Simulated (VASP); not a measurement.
# LiF (Fm-3m) in VASP: further runs

The runs below take LiF through single point, relaxation of cell and atoms, with PBE+D3(BJ).

Program: VASP 6.6.1. These are calculated values, not measurements. Logs are shortened: lines on timing, memory, paths and dates and some standing lists are left out, and cuts for length are marked.

## (1) The cell of the first run

Symmetry: Fm-3m, No. 225, cubic system. Conventional cell: a = 4.000 Å, b = 4.000 Å, c = 4.000 Å, α = 90.00°, β = 90.00°, γ = 90.00°. Within 2.7 Å of Li (site symmetry m-3m) lie 6 F at 2.00 Å. F (site symmetry m-3m) has 6 Li at 2.00 Å within 2.7 Å.

## (2) Single point, PBE+D3(BJ)

INCAR reads:

```
SYSTEM = LiF
PREC = Accurate ; ENCUT = 520
EDIFF = 1E-6 ; ISMEAR = 0
SIGMA = 0.02 ; LREAL = .False.
LASPH = .True. ; NELM = 60
ALGO = Normal ; ISIF = 2
LWAVE = .False. ; LCHARG = .False.
GGA = PE ; IVDW = 12
NBANDS = 12
```

KPOINTS reads:

```
Automatic mesh
0
Gamma
  10 10 10
  0 0 0
```

POSCAR reads:

```
LiF
1.0
    0.0000000000      2.0002024255      2.0002024255
    2.0002024255      0.0000000000      2.0002024255
    2.0002024255      2.0002024255      0.0000000000
Li F
1 1
Direct
    0.0000000000      0.0000000000      0.0000000000
    0.5000000000      0.5000000000      0.5000000000
```

Potentials or basis: VASP PAW PBE potentials, release 64 (Li_sv, F).

On the command line:

```bash
$ cat potpaw_PBE.64/Li_sv/POTCAR potpaw_PBE.64/F/POTCAR > POTCAR
$ mpirun -np 1 vasp_std > vasp.out
```

OUTCAR:

```text
SYSTEM = LiF
   PREC = Accurate
   ENCUT = 520
   EDIFF = 1E-6
   ISMEAR = 0
   LREAL = .False.
   LASPH = .True.
   NELM = 60
   ISIF = 2
   GGA = PE
   IVDW = 12
 IVDW          = 12

 ion  position               nearest neighbor table
   1  0.000  0.000  0.000-   2 2.00   2 2.00   2 2.00   2 2.00   2 2.00   2 2.00
   2  0.500  0.500  0.500-   1 2.00   1 2.00   1 2.00   1 2.00   1 2.00   1 2.00

  LATTYP: Found a face centered cubic cell.
 ALAT       =     4.0004048510

  Lattice vectors:

 A1 = (   0.0000000000,   2.0002024255,   2.0002024255)
 A2 = (   2.0002024255,   0.0000000000,   2.0002024255)
 A3 = (   2.0002024255,   2.0002024255,   0.0000000000)

Analysis of symmetry for initial positions (statically):
=====================================================================
 Subroutine PRICEL returns:
 Original cell was already a primitive cell.

 Routine SETGRP: Setting up the symmetry group for a
 face centered cubic supercell.

 Subroutine GETGRP returns: Found 48 space group operations
 (whereof 48 operations were pure point group operations)
 out of a pool of 48 trial point group operations.

The static configuration has the point symmetry O_h .

Analysis of symmetry for dynamics (positions and initial velocities):
=====================================================================
 Subroutine PRICEL returns:
 Original cell was already a primitive cell.

 Routine SETGRP: Setting up the symmetry group for a
 face centered cubic supercell.

 Subroutine GETGRP returns: Found 48 space group operations
 (whereof 48 operations were pure point group operations)
 out of a pool of 48 trial point group operations.

The dynamic configuration has the point symmetry O_h .

 Subroutine INISYM returns: Found 48 space group operations
 (whereof 48 operations are pure point group operations),
 and found     1 'primitive' translations

----------------------------------------------------------------------------------------

                                     Primitive cell

  volume of cell :      16.0049

  direct lattice vectors                    reciprocal lattice vectors
     0.000000000  2.000202425  2.000202425    -0.249974699  0.249974699  0.249974699
     2.000202425  0.000000000  2.000202425     0.249974699 -0.249974699  0.249974699
     2.000202425  2.000202425  0.000000000     0.249974699  0.249974699 -0.249974699

  length of vectors
     2.828713398  2.828713398  2.828713398     0.432968880  0.432968880  0.432968880

  position of ions in fractional coordinates (direct lattice)
     0.000000000  0.000000000  0.000000000
     0.500000000  0.500000000  0.500000000

  ion indices of the primitive-cell ions
   primitive index   ion index
                 1           1
                 2           2

----------------------------------------------------------------------------------------

 KPOINTS: Automatic mesh

Automatic generation of k-mesh.
 Grid dimensions read from file:
 generate k-points for:   10   10   10

 Generating k-lattice:

  Cartesian coordinates                     Fractional coordinates (reciprocal lattice)
    -0.024997470  0.024997470  0.024997470     0.100000000  0.000000000  0.000000000
     0.024997470 -0.024997470  0.024997470     0.000000000  0.100000000  0.000000000
     0.024997470  0.024997470 -0.024997470     0.000000000  0.000000000  0.100000000

  Length of vectors
     0.043296888  0.043296888  0.043296888

  Shift w.r.t. Gamma in fractional coordinates (k-lattice)
     0.000000000  0.000000000  0.000000000

 Subroutine IBZKPT returns following result:
 ===========================================

 Found     47 irreducible k-points:

 Following reciprocal coordinates:
            Coordinates               Weight
  0.000000  0.000000  0.000000      1.000000
  0.100000  0.000000  0.000000      8.000000
  0.200000  0.000000  0.000000      8.000000
  0.300000  0.000000  0.000000      8.000000
  0.400000  0.000000  0.000000      8.000000
  0.500000  0.000000  0.000000      4.000000
[... 16 lines left out ...]
  0.300000  0.300000  0.000000      6.000000
  0.400000  0.300000  0.000000     24.000000
 [... further k-points ...]
   k-points           NKPTS =     47   k-points in BZ     NKDIM =     47   number of bands    NBANDS=     12
   number of dos      NEDOS =    301   number of ions     NIONS =      2
   total plane-waves  NPLWV =  13824
   dimension x,y,z NGX =    24 NGY =   24 NGZ =   24
   dimension x,y,z NGXF=    48 NGYF=   48 NGZF=   48
   ions per type =               1   1
   NGX,Y,Z   is equivalent  to a cutoff of  14.11, 14.11, 14.11 a.u.
   NGXF,Y,Z  is equivalent  to a cutoff of  28.21, 28.21, 28.21 a.u.
 SYSTEM =  LiF
   PREC   = accura    normal or accurate (medium, high low for compatibility)
   ISTART =      0    job   : 0-new  1-cont  2-samecut
   ICHARG =      2    charge: 1-file 2-atom 10-const
   ISPIN  =      1    spin polarized calculation?
   LNONCOLLINEAR =      F non collinear calculations
   LSORBIT =      F    spin-orbit coupling
   LASPH  =      T    aspherical Exc in radial PAW
   ENCUT  =  520.0 eV  38.22 Ry    6.18 a.u.   5.26  5.26  5.26*2*pi/ulx,y,z
   NELM   =     60;   NELMIN=  2; NELMDL= -5     # of ELM steps
   EDIFF  = 0.1E-05   stopping-criterion for ELM
   LREAL  =      F    real-space projection
   EDIFFG = 0.1E-04   stopping-criterion for IOM
   NSW    =      0    number of steps for IOM
   IBRION =     -1    ionic relax: 0-MD 1-quasi-New 2-CG
   NFREE  =      0    steps in history (QN), initial steepest desc. (CG)
   ISIF   =      2    stress and relaxation
   ISYM   =      2    0-nonsym 1-usesym 2-fastsym
   POTIM  = 0.5000    time-step for ionic-motion
   TEBEG  =    0.0;   TEEND  =   0.0 temperature during run
   PSTRESS=    0.0 pullay stress
   NELECT =      10.0000    total number of electrons
   NUPDOWN=      -1.0000    fix difference up-down
   EMIN   =  10.00;   EMAX   =-10.00  energy-range for DOS
   EFERMI =   0.00;   METHOD = LEGACY
   ISMEAR =     0;   SIGMA  =   0.02  broadening in eV -4-tet -1-fermi 0-gaus
   EFERMI_NEDOS =   21; number of points for ismear=-14 and -15
   IALGO  =     38    algorithm
   IMIX   =      4    mixing-type and parameters
     AMIX     =   0.40;   BMIX     =  1.00
     AMIX_MAG =   1.60;   BMIX_MAG =  1.00
  volume/ion in A,a.u.               =       8.00        54.00
  Fermi-wavevector in a.u.,A,eV,Ry     =   1.399558  2.644781 26.650581  1.958762
  Thomas-Fermi vector in A             =   2.522605
   LORBIT       =      0    0 simple, 1 ext, 2 COOP (PROOUT), +10 PAW based schemes
   GGA     = PE    functional components
   LHFCALC =     F    Hartree Fock is set to
   AEXX    =    0.0000 exact exchange contribution
   IVDW    =    12    specifies the selected vdW correction
   LEPSILON=     F    determine dielectric tensor
   LRPA    =     F    only Hartree local field effects (RPA)
 non-spin polarized calculation
 Gauss-broadening in eV      SIGMA  =   0.02
  energy-cutoff  :      520.00
  volume of cell :       16.00
 maximum number of plane-waves:       444
 NGX is ok and might be reduce to    24
   NGX = 11   NGY = 11   NGZ = 11

 number of electron      10.0000000 magnetization

 number of electron       9.9999995 magnetization

 Free energy of the ion-electron system (eV)
  ---------------------------------------------------
  ext. energy  EPLUGINS =         0.00000000
  ---------------------------------------------------
  free energy    TOTEN  =        -9.63138312 eV

  energy without entropy =       -9.63138312  energy(sigma->0) =       -9.63138312

 E-fermi :  -0.7871     XC(G=0): -10.0834

 val. band max:       -0.8920766603   @ k =   0.0000   0.0000   0.0000
 cond. band min:       8.3872415320   @ k =   0.0000   0.0000   0.0000
 fundamental gap:      9.2793181923
 Fermi energy:        -0.7870540761

 k-point     1 :       0.0000    0.0000    0.0000
  band No.  band energies     occupation
      1     -41.7672      2.00000
      2     -20.9230      2.00000
      3      -0.8921      2.00000
      4      -0.8921      2.00000
      5      -0.8921      2.00000
      6       8.3872      0.00000
      7      23.3499      0.00000
      8      23.3499      0.00000
      9      23.3499      0.00000
     10      23.6361      0.00000
     11      23.6361      0.00000
     12      23.6362      0.00000

 k-point     2 :       0.1000    0.0000    0.0000
  band No.  band energies     occupation
      1     -41.7612      2.00000
      2     -20.8835      2.00000
      3      -1.1859      2.00000
      4      -0.9158      2.00000
      5      -0.9158      2.00000
      6       8.6750      0.00000
      7      20.5885      0.00000
      8      22.0520      0.00000
      9      22.0520      0.00000
     10      24.7108      0.00000
     11      24.7108      0.00000
     12      24.7891      0.00000

 k-point     3 :       0.2000    0.0000    0.0000
  band No.  band energies     occupation
      1     -41.7453      2.00000
      2     -20.7755      2.00000
      3      -1.8912      2.00000
      4      -0.9765      2.00000
      5      -0.9765      2.00000
      6       9.3182      0.00000
      7      18.1067      0.00000
      8      20.5338      0.00000
      9      20.5338      0.00000
     10      25.7829      0.00000
     11      26.0744      0.00000
     12      26.0744      0.00000

 k-point     4 :       0.3000    0.0000    0.0000
  band No.  band energies     occupation
      1     -41.7255      2.00000
      2     -20.6366      2.00000
      3      -2.6735      2.00000
      4      -1.0490      2.00000
      5      -1.0490      2.00000
      6       9.8432      0.00000
      7      16.6461      0.00000
      8      19.2667      0.00000
      9      19.2667      0.00000
     10      27.1658      0.00000
     11      27.7957      0.00000
     12      27.7958      0.00000

 k-point     5 :       0.4000    0.0000    0.0000
  band No.  band energies     occupation
      1     -41.7095      2.00000
      2     -20.5192      2.00000
      3      -3.2571      2.00000
      4      -1.1057      2.00000
      5      -1.1057      2.00000
      6       9.9992      0.00000
      7      16.1515      0.00000
      8      18.4493      0.00000
      9      18.4493      0.00000
     10      28.7807      0.00000
     11      29.5916      0.00000
     12      29.5916      0.00000
[... 228 lines left out ...]
      1     -41.7046      2.00000
      2     -20.4491      2.00000
      3      -2.9416      2.00000
      4      -2.0785      2.00000
      5      -1.1428      2.00000
      6      11.1973      0.00000
      7      15.1767      0.00000
      8      18.6992      0.00000
      9      18.7697      0.00000
     10      28.3234      0.00000
     11      28.4830      0.00000
     12      28.8864      0.00000

 k-point    22 :      -0.2000    0.2000    0.0000
  band No.  band energies     occupation
      1     -41.7192      2.00000
      2     -20.5744      2.00000
      3      -2.5302      2.00000
      4      -1.7846      2.00000
      5      -1.0049      2.00000
      6      10.5547      0.00000
      7      15.9412      0.00000
      8      19.1584      0.00000
      9      19.2729      0.00000
     10      26.6185      0.00000
     11      27.0303      0.00000
     12      29.6022      0.00000

 k-point    23 :       0.3000    0.3000    0.0000
  band No.  band energies     occupation
      1     -41.7137      2.00000
      2     -20.4894      2.00000
      3      -2.8430      2.00000
      4      -1.5749      2.00000
      5      -1.5749      2.00000
      6      11.5645      0.00000
      7      17.1572      0.00000
      8      18.3643      0.00000
      9      19.7513      0.00000
     10      19.7513      0.00000
     11      34.0338      0.00000
     12      34.0782      0.00000

 k-point    24 :       0.4000    0.3000    0.0000
  band No.  band energies     occupation
      1     -41.7019      2.00000
      2     -20.3744      2.00000
      3      -3.2727      2.00000
      4      -1.7911      2.00000
      5      -1.6761      2.00000
      6      12.3836      0.00000
      7      16.0259      0.00000
      8      17.8674      0.00000
      9      19.4996      0.00000
     10      20.5673      0.00000
     11      33.5019      0.00000
     12      34.3879      0.00000

 [... further k-points ...]

------------------------ aborting loop because EDIFF is reached ----------------------------------------

 Edisp (eV)   -0.36443

 E8    (eV) :    -0.1337

  FORCE on cell =-STRESS in cart. coord.  units (eV):
  Direction    XX          YY          ZZ          XY          YZ          ZX
  --------------------------------------------------------------------------------------
  -------------------------------------------------------------------------------------
  Total      -0.04757    -0.04757    -0.04757     0.00000    -0.00000    -0.00000
  in kB      -4.76224    -4.76224    -4.76224     0.00000    -0.00000    -0.00000
  external pressure =       -4.76 kB  Pullay stress =        0.00 kB

 VOLUME and BASIS-vectors are now :
 -----------------------------------------------------------------------------
  energy-cutoff  :      520.00
  volume of cell :       16.00
      direct lattice vectors                 reciprocal lattice vectors
     0.000000000  2.000202425  2.000202425    -0.249974699  0.249974699  0.249974699
     2.000202425  0.000000000  2.000202425     0.249974699 -0.249974699  0.249974699
     2.000202425  2.000202425  0.000000000     0.249974699  0.249974699 -0.249974699

 POSITION                                       TOTAL-FORCE (eV/Angst)
 -----------------------------------------------------------------------------------
      0.00000      0.00000      0.00000        -0.000000     -0.000000      0.000000
      2.00020      2.00020      2.00020         0.000000      0.000000      0.000000
 -----------------------------------------------------------------------------------
    total drift:                               -0.000000     -0.000000      0.000000

  FREE ENERGIE OF THE ION-ELECTRON SYSTEM (eV)
  ---------------------------------------------------
  free  energy   TOTEN  =        -9.9958148017 eV

  energy  without entropy=       -9.9958148017  energy(sigma->0) =       -9.99581480
```

Wall time 5.7 s (1 thread of Intel Xeon Platinum 8488C (Sapphire Rapids), shared host); peak memory 0.14 GiB.

Results:

- Free energy: -9.9958 eV
- Band gap on the k mesh: 9.28 eV, direct
- Dispersion energy per atom: -0.182 eV

Caveat: the cutoff is under 1.25 times the usual one of these potentials, so pressure, stress and relaxed cells hold a basis-set (Pulay) error.

## (3) Relaxation of cell and atoms, PBE+D3(BJ)

This run uses another cell than the first one, of 8.17 Å³/atom, 1.021 times its volume.

INCAR reads:

```
ALGO = Normal
EDIFF = 1E-7
EDIFFG = -0.005
ENCUT = 600
GGA = PE
IBRION = 2
ISIF = 3
ISMEAR = 0
IVDW = 12
LASPH = T
LCHARG = F
LREAL = F
LWAVE = F
NELM = 60
NSW = 100
PREC = Accurate
SIGMA = 0.02
```

KPOINTS reads:

```
k-points
0
Gamma
  10 10 10
```

POSCAR reads:

```
LiF
1.0
    0.0000000000      2.0140000000      2.0140000000
    2.0140000000      0.0000000000      2.0140000000
    2.0140000000      2.0140000000      0.0000000000
Li F
1 1
Direct
    0.0000000000      0.0000000000      0.0000000000
    0.5000000000      0.5000000000      0.5000000000
```

Potentials or basis: VASP PAW PBE potentials, release 64 (Li_sv, F).

On the command line:

```bash
$ cat potpaw_PBE.64/Li_sv/POTCAR potpaw_PBE.64/F/POTCAR > POTCAR
$ mpirun -np 1 vasp_std > vasp.out
```

Wall time 11 s (1 thread of Intel Xeon Platinum 8488C (Sapphire Rapids), shared host); peak memory 0.14 GiB.

Results (log left out):

```
Free energy                            : -10.0005 eV
Relaxed volume                         : 7.91 Å³/atom
Relaxed cell                           : a = 2.818 Å, b = 2.818 Å, c = 2.818 Å, α = 60.00°, β = 60.00°, γ = 60.00°
Space group after relaxing (to 0.05 Å) : Fm-3m (No. 225)
Energy gained by relaxing              : 1.9 meV/atom
Ionic steps                            : 3
Pressure after relaxing                : 0.0 GPa
Band gap on the k mesh                 : 9.38 eV, direct
Dispersion energy per atom             : -0.184 eV
```

The path:
```tsv
step	energy change (eV)	largest force (eV/Å)	pressure (GPa)	volume (Å³)
1	0.0000	0.0000	-2.27	16.34
2	-0.0029	0.0000	-1.10	16.07
3	-0.0037	0.0000	0.02	15.82
```

Final structure:
```xyz
2
Lattice="0.0000 1.9925 1.9925 1.9925 0.0000 1.9925 1.9925 1.9925 0.0000" Properties=species:S:1:pos:R:3 pbc="T T T"
Li    0.0000    0.0000    0.0000
F     1.9925    1.9925    1.9925
```

Levels at points of the mesh, in eV from the valence-band top:
```csv
k point,band 3,band 4,band 5,band 6,band 7,band 8
"(0.00, 0.00, 0.00)",0.00,0.00,0.00,9.38,24.40,24.40
"(0.50, 0.00, 0.00)",-2.62,-0.24,-0.24,10.95,17.12,19.16
"(0.50, 0.50, 0.00)",-3.14,-1.05,-1.05,15.12,16.63,17.85
```

Caveat: the cutoff is under 1.25 times the usual one of these potentials, so pressure, stress and relaxed cells hold a basis-set (Pulay) error.
